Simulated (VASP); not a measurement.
Crystal: MgS.

```xyz
2
Lattice="0.0000 2.4621 2.6015 2.4621 0.0000 2.6015 2.4621 2.4621 0.0000" Properties=species:S:1:pos:R:3 pbc="T T T"
Mg    0.0000    0.0000    0.0000
S     2.4621    2.4621    2.6015
```

This cell differs from its parent crystal: biaxial xy strain -5.4%.

Base run:

| Quantity | Value |
| --- | --- |
| Program | VASP 6.6.1 |
| Functional | r2SCAN |
| Potentials or basis | VASP PAW PBE potentials, release 64 (Mg, S) |
| Cutoff | 520 eV |
| k mesh | 8 × 8 × 8 |
| Occupations | gaussian, width 0.01 eV |
| Spin | no spin polarisation |

Its results: band gap on the k mesh 3.44 eV, indirect (least direct gap 5.41 eV); pressure 11.1 GPa.

The run is repeated on the same cell with these changes: functional from r2SCAN to HSE06; k mesh from 8 × 8 × 8 to 6 × 6 × 6. What comes out?

Band gap on the k mesh 3.77 eV, indirect (least direct gap 5.63 eV); pressure 10.7 GPa.

Several settings changed at once, so the effect can't be laid on one alone.

Caveats: the PAW data sets were made with another functional, which shifts forces and pressure a little.

A k mesh can miss the band edges.
